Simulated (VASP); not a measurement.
# ScAl (Cmcm) in VASP: electric field gradients with PBEsol

Aim: the electric field gradients of ScAl with PBEsol.

Program: VASP 6.6.1. These are calculated values, not measurements. Logs are shortened: lines on timing, memory, paths and dates and some standing lists are left out, and cuts for length are marked.

## (1) The cell of the first run

The structure is orthorhombic, space group Cmcm (No. 63). The conventional cell has a = 3.289 Å, b = 11.024 Å, c = 4.335 Å, α = 90.00°, β = 90.00°, γ = 90.00°. Within 3.8 Å of Sc (site symmetry m2m) lie 7 Al at 2.91 to 3.04 Å and 6 Sc at 3.29 to 3.33 Å. Al (site symmetry m2m) has 4 Al at 2.65 to 3.29 Å and 7 Sc at 2.91 to 3.04 Å within 3.5 Å.

## (2) Electric field gradients, PBEsol

Input file INCAR:

```
SYSTEM = ScAl
ALGO = Normal
EDIFF = 1E-8
ENCUT = 520
GGA = PS
ISIF = 2
ISMEAR = -1
LASPH = .TRUE.
LCHARG = .FALSE.
LEFG = .TRUE.
LREAL = .FALSE.
LWAVE = .FALSE.
NBANDS = 22
NELM = 80
PREC = Accurate
SIGMA = 0.05
```

Input file KPOINTS:

```
k-points
0
G
  9 9 10
  0 0 0
```

Input file POSCAR:

```
ScAl
1.0
    1.6443946465     -5.5122241900      0.0000000000
    1.6443946465      5.5122241900      0.0000000000
    0.0000000000      0.0000000000      4.3352079629
Sc Al
2 2
Direct
    0.8373527558      0.1626472442      0.7500000000
    0.1626472442      0.8373527558      0.2500000000
    0.5693999258      0.4306000742      0.7500000000
    0.4306000742      0.5693999258      0.2500000000
```

Potentials or basis: VASP PAW PBE potentials, release 64 (Sc_sv, Al).

Launch:

```console
cat potpaw_PBE.64/Sc_sv/POTCAR potpaw_PBE.64/Al/POTCAR > POTCAR
mpirun -np 1 vasp_std > vasp.out
```

OUTCAR:

```text
SYSTEM = ScAl
   EDIFF = 1E-8
   ENCUT = 520
   GGA = PS
   ISIF = 2
   ISMEAR = -1
   LASPH = .TRUE.
   LREAL = .FALSE.
   NELM = 80
   PREC = Accurate

 ion  position               nearest neighbor table
   1  0.837  0.163  0.750-   4 2.91   4 2.91   4 2.91   4 2.91   3 2.95   3 3.04   3 3.04   2 3.33
                             2 3.33   2 3.33   2 3.33
   2  0.163  0.837  0.250-   3 2.91   3 2.91   3 2.91   3 2.91   4 2.95   4 3.04   4 3.04   1 3.33
                             1 3.33   1 3.33   1 3.33
   3  0.569  0.431  0.750-   4 2.65   4 2.65   2 2.91   2 2.91   2 2.91   2 2.91   1 2.95   1 3.04
                             1 3.04
   4  0.431  0.569  0.250-   3 2.65   3 2.65   1 2.91   1 2.91   1 2.91   1 2.91   2 2.95   2 3.04
                             2 3.04

  LATTYP: Found a base centered orthorhombic cell.
 ALAT       =     3.2887892930
 B/A-ratio  =     3.3521297346
 C/A-ratio  =     1.3181774740

  Lattice vectors:

 A1 = (   1.6443946465,  -5.5122241900,   0.0000000000)
 A2 = (   1.6443946465,   5.5122241900,   0.0000000000)
 A3 = (   0.0000000000,   0.0000000000,   4.3352079629)

Analysis of symmetry for initial positions (statically):
=====================================================================
 Subroutine PRICEL returns:
 Original cell was already a primitive cell.

 Routine SETGRP: Setting up the symmetry group for a
 base centered orthorhombic supercell.

 Subroutine GETGRP returns: Found  8 space group operations
 (whereof  4 operations were pure point group operations)
 out of a pool of  8 trial point group operations.

The static configuration has the point symmetry C_2h.
 The point group associated with its full space group is D_2h.

Analysis of symmetry for dynamics (positions and initial velocities):
=====================================================================
 Subroutine PRICEL returns:
 Original cell was already a primitive cell.

 Routine SETGRP: Setting up the symmetry group for a
 base centered orthorhombic supercell.

 Subroutine GETGRP returns: Found  8 space group operations
 (whereof  4 operations were pure point group operations)
 out of a pool of  8 trial point group operations.

The dynamic configuration has the point symmetry C_2h.
 The point group associated with its full space group is D_2h.

 Subroutine INISYM returns: Found  8 space group operations
[... 148 lines left out ...]

 E-fermi :   5.3962     XC(G=0): -10.2818

 val. band max:        5.3960702402   @ k =   0.4444   0.0000   0.5000
 cond. band min:       5.3979361120   @ k =   0.3333   0.1111   0.3000
 fundamental gap:      0.0018658718
 Fermi energy:         5.3961866338

 k-point     1 :       0.0000    0.0000    0.0000
  band No.  band energies     occupation
      1     -43.6458      2.00000
      2     -43.6132      2.00000
      3     -22.4649      2.00000
      4     -22.4522      2.00000
      5     -22.3463      2.00000
      6     -22.3327      2.00000
[... 589 lines left out ...]
     21       9.3606      0.00000
     22       9.3750      0.00000

 [... further k-points ...]

------------------------ aborting loop because EDIFF is reached ----------------------------------------

  FORCE on cell =-STRESS in cart. coord.  units (eV):
  Direction    XX          YY          ZZ          XY          YZ          ZX
  --------------------------------------------------------------------------------------
  -------------------------------------------------------------------------------------
  Total        0.0412768      0.0667408      0.0794559      0.0000000     -0.0000000      0.0000000
  in kB        0.8414801      1.3605956      1.6198086      0.0000000     -0.0000000      0.0000000
  external PRESSURE =       1.2739614 kB  Pullay stress =       0.0000000 kB

 VOLUME and BASIS-vectors are now :
 -----------------------------------------------------------------------------
  energy-cutoff  :      520.00
  volume of cell :       78.59
      direct lattice vectors                 reciprocal lattice vectors
     1.644394646 -5.512224190  0.000000000     0.304063262 -0.090707486  0.000000000
     1.644394646  5.512224190  0.000000000     0.304063262  0.090707486  0.000000000
     0.000000000  0.000000000  4.335207963     0.000000000  0.000000000  0.230669442

 POSITION                                       TOTAL-FORCE (eV/Angst)
 -----------------------------------------------------------------------------------
      1.64439     -3.71913      3.25141         0.000000      0.005229      0.000000
      1.64439      3.71913      1.08380         0.000000     -0.005229     -0.000000
      1.64439     -0.76510      3.25141         0.000000      0.001137     -0.000000
      1.64439      0.76510      1.08380         0.000000     -0.001137     -0.000000
 -----------------------------------------------------------------------------------
    total drift:                                0.000000      0.000000     -0.000000

  FREE ENERGIE OF THE ION-ELECTRON SYSTEM (eV)
  ---------------------------------------------------
  free  energy   TOTEN  =       -23.0482224532 eV

  energy  without entropy=      -23.0084194189  energy(sigma->0) =      -23.02832094

 Electric field gradients (V/A^2)
---------------------------------------------------------------------
 ion       V_xx      V_yy      V_zz      V_xy      V_xz      V_yz
---------------------------------------------------------------------
   1     -22.959     3.188    19.771     0.000    -0.000    -0.000
   2     -22.959     3.188    19.771    -0.000    -0.000     0.000
   3      23.241   -11.393   -11.848     0.000     0.000     0.000
   4      23.241   -11.393   -11.848     0.000     0.000    -0.000
---------------------------------------------------------------------

 Electric field gradients after diagonalization (V/A^2)
 (convention: |V_zz| > |V_xx| > |V_yy|)
----------------------------------------------------------------------
 ion       V_xx      V_yy      V_zz     asymmetry (V_yy - V_xx)/ V_zz
----------------------------------------------------------------------
   1      19.771     3.188   -22.959       0.722
   2      19.771     3.188   -22.959       0.722
   3     -11.848   -11.393    23.241       0.020
   4     -11.848   -11.393    23.241       0.020
----------------------------------------------------------------------

           NMR quadrupolar parameters

 Cq : quadrupolar parameter    Cq=e*Q*V_zz/h
 eta: asymmetry parameters     (V_yy - V_xx)/ V_zz
 Q  : nuclear electric quadrupole moment in mb (millibarn)
----------------------------------------------------------------------
 ion       Cq(MHz)       eta       Q (mb)
----------------------------------------------------------------------
   1      -0.056       0.722       1.000
   2      -0.056       0.722       1.000
   3       0.056       0.020       1.000
   4       0.056       0.020       1.000
----------------------------------------------------------------------
```

OSZICAR:

```text
N       E                     dE             d eps       ncg     rms          rms(c)
DAV:   1     0.370303032861E+03    0.37030E+03   -0.12711E+04  6688   0.124E+03
DAV:   2    -0.436389358817E+00   -0.37074E+03   -0.36148E+03  8744   0.493E+02
DAV:   3    -0.250414186785E+02   -0.24605E+02   -0.23544E+02 10806   0.146E+02
DAV:   4    -0.256625486414E+02   -0.62113E+00   -0.61580E+00 10836   0.199E+01
DAV:   5    -0.256708134038E+02   -0.82648E-02   -0.82609E-02 10142   0.282E+00    0.100E+01
DAV:   6    -0.232097217822E+02    0.24611E+01   -0.89777E+00  9714   0.263E+01    0.298E+00
DAV:   7    -0.230857148845E+02    0.12401E+00   -0.64638E-01 10972   0.707E+00    0.136E+00
DAV:   8    -0.230531790380E+02    0.32536E-01   -0.49171E-02 10884   0.142E+00    0.487E-01
DAV:   9    -0.230482378155E+02    0.49412E-02   -0.60536E-03  9640   0.732E-01    0.120E-01
DAV:  10    -0.230482292851E+02    0.85304E-05   -0.44422E-04 11224   0.231E-01    0.780E-02
DAV:  11    -0.230482282238E+02    0.10612E-05   -0.85522E-05 11260   0.114E-01    0.173E-02
DAV:  12    -0.230482229879E+02    0.52360E-05   -0.40562E-05 10900   0.792E-02    0.690E-03
DAV:  13    -0.230482223636E+02    0.62425E-06   -0.27714E-06  9500   0.167E-02    0.110E-03
DAV:  14    -0.230482224544E+02   -0.90766E-07   -0.25931E-07  9492   0.550E-03    0.517E-04
DAV:  15    -0.230482224532E+02    0.11491E-08   -0.97575E-09  5366   0.182E-03
   1 F= -.23048222E+02 E0= -.23028321E+02  d E =-.398030E-01
```

Run time: 5.5 min. Hardware: 1 thread of Intel Xeon Platinum 8259CL at 2.50GHz (Skylake/Cascade Lake), shared host; peak memory 0.4 GiB.

What came out:

| Quantity | Value |
| --- | --- |
| Free energy | -23.0482 eV |
| Pressure | 0.1 GPa |
| Largest force | 0.005 eV/Å |
| Band gap on the k mesh | zero (bands 14 and 15 overlap by 1.33 eV) |
| Largest electric field gradient by atom | Sc -23.0; Al +23.2 V/Å² |

Forces on the atoms (eV/Å):
```
Sc   0.000  0.005  0.000
Sc   0.000 -0.005  0.000
Al   0.000  0.001  0.000
Al   0.000 -0.001  0.000
```

Electric field gradients, principal values (V/Å²):
| atom | least | middle | greatest (by size) |
| --- | --- | --- | --- |
| 1 Sc | 3.188 | 19.771 | -22.959 |
| 2 Sc | 3.188 | 19.771 | -22.959 |
| 3 Al | -11.393 | -11.848 | 23.241 |
| 4 Al | -11.393 | -11.848 | 23.241 |

Caveat: without QUAD_EFG the Cq values of the log hold for a quadrupole moment of 1 mb, not for the nuclei; the PAW data sets were made with another functional, which shifts forces and pressure a little.
